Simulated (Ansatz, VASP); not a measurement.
PtF2 in VASP and in Ansatz

INCAR

```
PREC = Accurate
ENCUT = 600
EDIFF = 1E-7
ISMEAR = 0
SIGMA = 0.02
LREAL = F
LASPH = T
NELM = 60
ALGO = Normal
ISIF = 3
LWAVE = F
LCHARG = F
GGA = PE
IBRION = 2
NSW = 100
EDIFFG = -0.01
```

The input KPOINTS:

```
regular mesh
0
Gamma
  6 6 10
```

Contents of POSCAR:

```
PtF2
1.0
    2.9664711711     -3.2397690860      0.0000000000
    2.9664711711      3.2397690860      0.0000000000
    0.0000000000      0.0000000000      3.1151896301
Pt F
1 2
Direct
    0.0000000000      0.0000000000      0.0000000000
    0.7830635254      0.7830635254      0.5000000000
    0.2169364746      0.2169364746      0.5000000000
```

Input for Ansatz:

```yaml
crystal:
  lattice:
    - [2.9664711711, -3.239769086, 0.0]
    - [2.9664711711, 3.239769086, 0.0]
    - [0.0, 0.0, 3.1151896301]
  atoms:
    - { symbol: Pt, position: [0.0, 0.0, 0.0] }
    - { symbol: F, position: [0.7830635254, 0.7830635254, 0.5] }
    - { symbol: F, position: [0.2169364746, 0.2169364746, 0.5] }
basis:
  ecutwfc: 420
kpoints:
  mp_grid: { grid: [6, 6, 10] }
hamiltonian:
  xc: pbe
scf:
  occupations: { method: gaussian, width: 0.02 }
output:
  forces: true
  stress: true
  eigenvalues: true
relax:
  adjacent_minimum: "off"
  f_tol: 0.01
  max_steps: 80
  cell: { stress_tol: 0.05 }
```

Alike in both runs: task relaxation of cell and atoms; functional PBE; k mesh 6 × 6 × 10; occupations gaussian, width 0.02 eV; no spin polarisation.

```csv
,VASP,Ansatz
version,VASP 6.6.1,Ansatz 0.2.0
potentials or method,"VASP PAW PBE potentials, release 64 (Pt, F), cutoff 600 eV","scalar-relativistic, plane waves, PAW"
valence electrons in the cell,24,32
```

Ansatz gave:

| Property | Result |
| --- | --- |
| gap on the k mesh at the Fermi level, each at its own relaxed structure (eV) | 1.27 |
| relaxed volume (Å³/atom) | 21.08 |
| relaxed cell length with the largest relative difference (Å) | 4.531 |

**Question.** What did VASP give for the same quantities?

**Answer.** gap on the k mesh at the Fermi level, each at its own relaxed structure (eV): 1.11; relaxed volume (Å³/atom): 19.33; relaxed cell length with the largest relative difference (Å): 4.335.

One of these differences is far larger than is usual between the two programs; its cause wasn't traced. VASP's potentials hold 24 valence electrons a cell and Ansatz's 32, so a difference there can come from the potentials and not from the codes.

Neither program's run includes spin-orbit coupling.
